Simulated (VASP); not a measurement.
# SnSe (I4/mmm) in VASP: a series of runs

SnSe is run at these levels: LDA; tasks: single point.

Program: VASP 6.6.1. These are calculated values, not measurements. Logs are shortened: lines on timing, memory, paths and dates and some standing lists are left out, and cuts for length are marked.

## (1) The cell of the first run

Symmetry: I4/mmm, No. 139, tetragonal system. Conventional cell: a = 4.257 Å, b = 4.257 Å, c = 6.261 Å, α = 90.00°, β = 90.00°, γ = 90.00°. Sn (site symmetry 4/mmm) has 6 Se at 3.01 to 3.13 Å within 4.0 Å. Within 4.0 Å of Se (site symmetry 4/mmm) lie 6 Sn at 3.01 to 3.13 Å.

## (2) Single point, LDA (strain +0.0400 x Voigt [0, 0, 1, 0, 0, 0])

Input file INCAR:

```
  ALGO = Normal
  EDIFF = 1E-6
  ENCUT = 520
  GGA = CA
  ISIF = 2
  ISMEAR = 0
  LASPH = True
  LCHARG = False
  LREAL = False
  LWAVE = False
  NBANDS = 17
  NELM = 60
  PREC = Accurate
  SIGMA = 0.05
```

Input file KPOINTS:

```
k-points
0
Gamma
  8 8 8
```

Input file POSCAR:

```
SnSe
1.0
    0.0000000000      3.0100000000      3.1304000000
    3.0100000000      0.0000000000      3.1304000000
    3.0100000000      3.0100000000      0.0000000000
Sn Se
1 1
Direct
    0.0000000000      0.0000000000      0.0000000000
    0.5000000000      0.5000000000      0.5000000000
```

Potentials or basis: VASP PAW LDA potentials, release 64 (Sn_d, Se).

On the command line:

```sh
cat potpaw_LDA.64/Sn_d/POTCAR potpaw_LDA.64/Se/POTCAR > POTCAR
mpirun -np 1 vasp_std > vasp.out
```

OUTCAR:

```text
EDIFF = 1E-6
   ENCUT = 520
   GGA = CA
   ISIF = 2
   ISMEAR = 0
   LASPH = True
   LREAL = False
   NELM = 60
   PREC = Accurate

 ion  position               nearest neighbor table
   1  0.000  0.000  0.000-   2 3.01   2 3.01   2 3.01   2 3.01   2 3.13   2 3.13
   2  0.500  0.500  0.500-   1 3.01   1 3.01   1 3.01   1 3.01   1 3.13   1 3.13

  LATTYP: Found a body centered tetragonal cell.
 ALAT       =     4.2567828227
 C/A-ratio  =     1.4707821049

  Lattice vectors:

 A1 = (  -3.0100000000,   0.0000000000,   3.1304000000)
 A2 = (   3.0100000000,   0.0000000000,   3.1304000000)
 A3 = (   0.0000000000,   3.0100000000,  -3.1304000000)

Analysis of symmetry for initial positions (statically):
=====================================================================
 Subroutine PRICEL returns:
 Original cell was already a primitive cell.

 Routine SETGRP: Setting up the symmetry group for a
 body centered tetragonal supercell.

 Subroutine GETGRP returns: Found 16 space group operations
 (whereof 16 operations were pure point group operations)
 out of a pool of 16 trial point group operations.

The static configuration has the point symmetry D_4h.

Analysis of symmetry for dynamics (positions and initial velocities):
=====================================================================
 Subroutine PRICEL returns:
 Original cell was already a primitive cell.

 Routine SETGRP: Setting up the symmetry group for a
 body centered tetragonal supercell.

 Subroutine GETGRP returns: Found 16 space group operations
 (whereof 16 operations were pure point group operations)
 out of a pool of 16 trial point group operations.

The dynamic configuration has the point symmetry D_4h.

 Subroutine INISYM returns: Found 16 space group operations
 (whereof 16 operations are pure point group operations),
 and found     1 'primitive' translations

----------------------------------------------------------------------------------------

                                     Primitive cell

  volume of cell :      56.7235

  direct lattice vectors                    reciprocal lattice vectors
     0.000000000  3.010000000  3.130400000    -0.166112957  0.166112957  0.159723997
     3.010000000  0.000000000  3.130400000     0.166112957 -0.166112957  0.159723997
     3.010000000  3.010000000  0.000000000     0.166112957  0.166112957 -0.159723997

  length of vectors
     4.342753062  4.342753062  4.256782823     0.284075314  0.284075314  0.284075314

  position of ions in fractional coordinates (direct lattice)
     0.000000000  0.000000000  0.000000000
     0.500000000  0.500000000  0.500000000

  ion indices of the primitive-cell ions
   primitive index   ion index
                 1           1
                 2           2

----------------------------------------------------------------------------------------

 KPOINTS: k-points

Automatic generation of k-mesh.
 Grid dimensions read from file:
 generate k-points for:    8    8    8

 Generating k-lattice:

  Cartesian coordinates                     Fractional coordinates (reciprocal lattice)
    -0.020764120  0.020764120  0.019965500     0.125000000 -0.000000000  0.000000000
     0.020764120 -0.020764120  0.019965500    -0.000000000  0.125000000  0.000000000
     0.020764120  0.020764120 -0.019965500     0.000000000  0.000000000  0.125000000

  Length of vectors
     0.035509414  0.035509414  0.035509414

  Shift w.r.t. Gamma in fractional coordinates (k-lattice)
     0.000000000  0.000000000  0.000000000

 Subroutine IBZKPT returns following result:
 ===========================================

 Found     59 irreducible k-points:

 Following reciprocal coordinates:
            Coordinates               Weight
  0.000000  0.000000  0.000000      1.000000
  0.125000  0.000000  0.000000      8.000000
  0.250000  0.000000  0.000000      8.000000
  0.375000 -0.000000  0.000000      8.000000
  0.500000  0.000000  0.000000      4.000000
  0.125000  0.125000  0.000000      2.000000
[... 16 lines left out ...]
  0.250000  0.000000  0.125000     16.000000
  0.375000 -0.000000  0.125000     16.000000
 [... further k-points ...]
   k-points           NKPTS =     59   k-points in BZ     NKDIM =     59   number of bands    NBANDS=     17
   number of dos      NEDOS =    301   number of ions     NIONS =      2
   total plane-waves  NPLWV =  32768
   dimension x,y,z NGX =    32 NGY =   32 NGZ =   32
   dimension x,y,z NGXF=    64 NGYF=   64 NGZF=   64
   ions per type =               1   1
   NGX,Y,Z   is equivalent  to a cutoff of  12.25, 12.25, 12.50 a.u.
   NGXF,Y,Z  is equivalent  to a cutoff of  24.50, 24.50, 24.99 a.u.
 SYSTEM =  unknown system
   PREC   = accura    normal or accurate (medium, high low for compatibility)
   ISTART =      0    job   : 0-new  1-cont  2-samecut
   ICHARG =      2    charge: 1-file 2-atom 10-const
   ISPIN  =      1    spin polarized calculation?
   LNONCOLLINEAR =      F non collinear calculations
   LSORBIT =      F    spin-orbit coupling
   LASPH  =      T    aspherical Exc in radial PAW
   ENCUT  =  520.0 eV  38.22 Ry    6.18 a.u.   8.07  8.07  7.91*2*pi/ulx,y,z
   NELM   =     60;   NELMIN=  2; NELMDL= -5     # of ELM steps
   EDIFF  = 0.1E-05   stopping-criterion for ELM
   LREAL  =      F    real-space projection
   EDIFFG = 0.1E-04   stopping-criterion for IOM
   NSW    =      0    number of steps for IOM
   IBRION =     -1    ionic relax: 0-MD 1-quasi-New 2-CG
   NFREE  =      0    steps in history (QN), initial steepest desc. (CG)
   ISIF   =      2    stress and relaxation
   ISYM   =      2    0-nonsym 1-usesym 2-fastsym
   POTIM  = 0.5000    time-step for ionic-motion
   TEBEG  =    0.0;   TEEND  =   0.0 temperature during run
   PSTRESS=    0.0 pullay stress
   NELECT =      20.0000    total number of electrons
   NUPDOWN=      -1.0000    fix difference up-down
   EMIN   =  10.00;   EMAX   =-10.00  energy-range for DOS
   EFERMI =   0.00;   METHOD = LEGACY
   ISMEAR =     0;   SIGMA  =   0.05  broadening in eV -4-tet -1-fermi 0-gaus
   EFERMI_NEDOS =   21; number of points for ismear=-14 and -15
   IALGO  =     38    algorithm
   IMIX   =      4    mixing-type and parameters
     AMIX     =   0.40;   BMIX     =  1.00
     AMIX_MAG =   1.60;   BMIX_MAG =  1.00
  volume/ion in A,a.u.               =      28.36       191.39
  Fermi-wavevector in a.u.,A,eV,Ry     =   1.156549  2.185560 18.199216  1.337605
  Thomas-Fermi vector in A             =   2.293168
   LORBIT       =      0    0 simple, 1 ext, 2 COOP (PROOUT), +10 PAW based schemes
   GGA     = CA    functional components
   LHFCALC =     F    Hartree Fock is set to
   AEXX    =    0.0000 exact exchange contribution
   IVDW    =     0    specifies the selected vdW correction
   LEPSILON=     F    determine dielectric tensor
   LRPA    =     F    only Hartree local field effects (RPA)
 non-spin polarized calculation
 Gauss-broadening in eV      SIGMA  =   0.05
  energy-cutoff  :      520.00
  volume of cell :       56.72
 maximum number of plane-waves:      1540
   NGX = 17   NGY = 17   NGZ = 15

 number of electron      19.9999997 magnetization

 Free energy of the ion-electron system (eV)
  ---------------------------------------------------
  ext. energy  EPLUGINS =         0.00000000
  ---------------------------------------------------
  free energy    TOTEN  =        -9.40356600 eV

  energy without entropy =       -9.40356600  energy(sigma->0) =       -9.40356600

 E-fermi :   5.1644     XC(G=0):  -9.7080

 val. band max:        4.9096792447   @ k =   0.5000   0.0000   0.0000
 cond. band min:       5.4140425365   @ k =   0.5000   0.0000   0.0000
 fundamental gap:      0.5043632917
 Fermi energy:         5.1644216791

 k-point     1 :       0.0000    0.0000    0.0000
  band No.  band energies     occupation
      1     -16.5239      2.00000
      2     -16.5174      2.00000
      3     -16.5174      2.00000
      4     -16.5050      2.00000
      5     -16.5046      2.00000
      6      -8.6281      2.00000
[... 9 lines left out ...]
     16      10.9978      0.00000
     17      12.6275      0.00000

 k-point     2 :       0.1250    0.0000    0.0000
  band No.  band energies     occupation
      1     -16.5242      2.00000
      2     -16.5169      2.00000
      3     -16.5164      2.00000
      4     -16.5053      2.00000
      5     -16.5038      2.00000
      6      -8.5266      2.00000
[... 9 lines left out ...]
     16      11.3293      0.00000
     17      13.5053      0.00000

 k-point     3 :       0.2500    0.0000    0.0000
  band No.  band energies     occupation
      1     -16.5254      2.00000
      2     -16.5157      2.00000
      3     -16.5150      2.00000
      4     -16.5060      2.00000
      5     -16.5005      2.00000
      6      -8.2547      2.00000
[... 9 lines left out ...]
     16      12.2143      0.00000
     17      15.3662      0.00000

 k-point     4 :       0.3750   -0.0000    0.0000
  band No.  band energies     occupation
      1     -16.5269      2.00000
      2     -16.5154      2.00000
      3     -16.5145      2.00000
      4     -16.5048      2.00000
      5     -16.4967      2.00000
      6      -7.9300      2.00000
[... 9 lines left out ...]
     16      13.6629      0.00000
     17      16.0164      0.00000

 k-point     5 :       0.5000    0.0000    0.0000
  band No.  band energies     occupation
      1     -16.5276      2.00000
      2     -16.5161      2.00000
      3     -16.5141      2.00000
      4     -16.5039      2.00000
      5     -16.4951      2.00000
      6      -7.7727      2.00000
[... 9 lines left out ...]
     16      15.0569      0.00000
     17      15.3387      0.00000

 k-point     6 :       0.1250    0.1250    0.0000
  band No.  band energies     occupation
      1     -16.5262      2.00000
      2     -16.5154      2.00000
      3     -16.5154      2.00000
      4     -16.5057      2.00000
      5     -16.5038      2.00000
      6      -8.5036      2.00000
[... 9 lines left out ...]
     16      11.8828      0.00000
     17      13.6039      0.00000

 k-point     7 :       0.2500    0.1250    0.0000
  band No.  band energies     occupation
      1     -16.5284      2.00000
      2     -16.5135      2.00000
      3     -16.5134      2.00000
      4     -16.5049      2.00000
      5     -16.5035      2.00000
      6      -8.2978      2.00000
[... 9 lines left out ...]
     16      12.7794      0.00000
     17      14.7871      0.00000

 k-point     8 :       0.3750    0.1250    0.0000
  band No.  band energies     occupation
      1     -16.5298      2.00000
      2     -16.5130      2.00000
      3     -16.5125      2.00000
      4     -16.5032      2.00000
      5     -16.5015      2.00000
      6      -7.9896      2.00000
[... 9 lines left out ...]
     16      14.0849      0.00000
     17      16.1518      0.00000
[... 203 lines left out ...]
      1     -16.5415      2.00000
      2     -16.5081      2.00000
      3     -16.5051      2.00000
      4     -16.5047      2.00000
      5     -16.5005      2.00000
      6      -7.6490      2.00000
[... 9 lines left out ...]
     16      16.1468      0.00000
     17      16.6574      0.00000

 k-point    20 :      -0.3750    0.3750    0.0000
  band No.  band energies     occupation
      1     -16.5378      2.00000
      2     -16.5076      2.00000
      3     -16.5054      2.00000
      4     -16.5039      2.00000
      5     -16.5038      2.00000
      6      -7.5844      2.00000
[... 9 lines left out ...]
     16      15.0938      0.00000
     17      16.5163      0.00000

 k-point    21 :       0.5000    0.5000    0.0000
  band No.  band energies     occupation
      1     -16.5443      2.00000
      2     -16.5099      2.00000
      3     -16.5035      2.00000
      4     -16.5035      2.00000
      5     -16.4991      2.00000
      6      -7.6229      2.00000
[... 9 lines left out ...]
     16      16.2247      0.00000
     17      17.7176      0.00000

 k-point    22 :       0.1250    0.0000    0.1250
  band No.  band energies     occupation
      1     -16.5233      2.00000
      2     -16.5183      2.00000
      3     -16.5155      2.00000
      4     -16.5066      2.00000
      5     -16.5023      2.00000
      6      -8.4875      2.00000
[... 9 lines left out ...]
     16      11.9842      0.00000
     17      12.8603      0.00000

 k-point    23 :       0.2500    0.0000    0.1250
  band No.  band energies     occupation
      1     -16.5236      2.00000
      2     -16.5182      2.00000
      3     -16.5139      2.00000
      4     -16.5082      2.00000
      5     -16.4990      2.00000
      6      -8.2676      2.00000
[... 9 lines left out ...]
     16      12.8627      0.00000
     17      14.0150      0.00000

 k-point    24 :       0.3750   -0.0000    0.1250
  band No.  band energies     occupation
      1     -16.5253      2.00000
      2     -16.5168      2.00000
      3     -16.5145      2.00000
      4     -16.5073      2.00000
      5     -16.4955      2.00000
      6      -7.9548      2.00000
[... 9 lines left out ...]
     16      14.2531      0.00000
     17      15.6874      0.00000

 [... further k-points ...]

------------------------ aborting loop because EDIFF is reached ----------------------------------------

  FORCE on cell =-STRESS in cart. coord.  units (eV):
  Direction    XX          YY          ZZ          XY          YZ          ZX
  --------------------------------------------------------------------------------------
  -------------------------------------------------------------------------------------
  Total       -1.2872269     -1.2872269     -2.4402805      0.0000000      0.0000000     -0.0000000
  in kB      -36.3582409    -36.3582409    -68.9267049      0.0000000      0.0000000     -0.0000000
  external PRESSURE =     -47.2143956 kB  Pullay stress =       0.0000000 kB

 VOLUME and BASIS-vectors are now :
 -----------------------------------------------------------------------------
  energy-cutoff  :      520.00
  volume of cell :       56.72
      direct lattice vectors                 reciprocal lattice vectors
     0.000000000  3.010000000  3.130400000    -0.166112957  0.166112957  0.159723997
     3.010000000  0.000000000  3.130400000     0.166112957 -0.166112957  0.159723997
     3.010000000  3.010000000  0.000000000     0.166112957  0.166112957 -0.159723997

 POSITION                                       TOTAL-FORCE (eV/Angst)
 -----------------------------------------------------------------------------------
      0.00000      0.00000      0.00000         0.000000     -0.000000      0.000000
      3.01000      3.01000      3.13040        -0.000000      0.000000     -0.000000
 -----------------------------------------------------------------------------------
    total drift:                                0.000000     -0.000000     -0.000000

  FREE ENERGIE OF THE ION-ELECTRON SYSTEM (eV)
  ---------------------------------------------------
  free  energy   TOTEN  =        -9.4035659988 eV

  energy  without entropy=       -9.4035659988  energy(sigma->0) =       -9.40356600
```

It took 28 s on 1 thread of Intel Xeon Platinum 8488C (Sapphire Rapids), shared host; peak memory 0.18 GiB.

What came out:

```
Free energy            : -9.4036 eV
Pressure               : -4.7 GPa
Band gap on the k mesh : 0.50 eV, direct
```

Caveat: the cell differs from its parent crystal (strain +0.0400 x Voigt [0, 0, 1, 0, 0, 0]); spin-orbit coupling is left out, which moves the levels of the heavy elements. A k mesh can miss the band edges.

## (3) Single point, LDA (strain +0.0350 x Voigt [0, 0, 1, 0, 0, 0])

Input file INCAR:

```
SYSTEM = SnSe
  ALGO = Normal
  EDIFF = 1E-7
  ENCUT = 520
  GGA = CA
  ISIF = 2
  ISMEAR = 0
  LASPH = .True.
  LCHARG = .False.
  LREAL = .False.
  LWAVE = .False.
  NBANDS = 17
  NELM = 60
  PREC = Accurate
  SIGMA = 0.05
```

Input file KPOINTS:

```
k-points
0
Gamma
  8 8 8
  0 0 0
```

Input file POSCAR:

```
SnSe
1.0
    0.0000000000      3.0100000000      3.1153500000
    3.0100000000      0.0000000000      3.1153500000
    3.0100000000      3.0100000000      0.0000000000
Sn Se
1 1
Direct
    0.0000000000      0.0000000000      0.0000000000
    0.5000000000      0.5000000000      0.5000000000
```

Potentials or basis: VASP PAW LDA potentials, release 64 (Sn_d, Se).

On the command line:

```sh
cat potpaw_LDA.64/Sn_d/POTCAR potpaw_LDA.64/Se/POTCAR > POTCAR
mpirun -np 1 vasp_std > vasp.out
```

Run time: 30 s. Hardware: 1 thread of Intel Xeon Platinum 8488C (Sapphire Rapids), shared host; peak memory 0.19 GiB.

It converged, with:

```yaml
Free_energy: -9.4150 eV
Pressure: -4.6 GPa
Band_gap_on_the_k_mesh: 0.52 eV, direct
```

Stress tensor (GPa, compression positive):
```
-3.61  0.00  0.00
 0.00 -3.61  0.00
 0.00  0.00 -6.57
```

Levels at points of the mesh, in eV from the valence-band top:
```csv
k point,band 8,band 9,band 10,band 11,band 12,band 13
"(0.00, 0.00, 0.00)",-2.09,-2.09,-1.78,3.68,4.44,4.44
"(0.50, 0.00, 0.00)",-1.77,-1.71,0.00,0.52,1.22,1.37
"(0.50, 0.50, 0.00)",-5.11,-3.34,-3.34,3.25,5.27,5.27
"(0.50, 0.00, 0.50)",-5.19,-3.59,-3.22,3.15,4.71,5.49
```

Caveat: the cell differs from its parent crystal (strain +0.0350 x Voigt [0, 0, 1, 0, 0, 0]); spin-orbit coupling is left out, which moves the levels of the heavy elements.
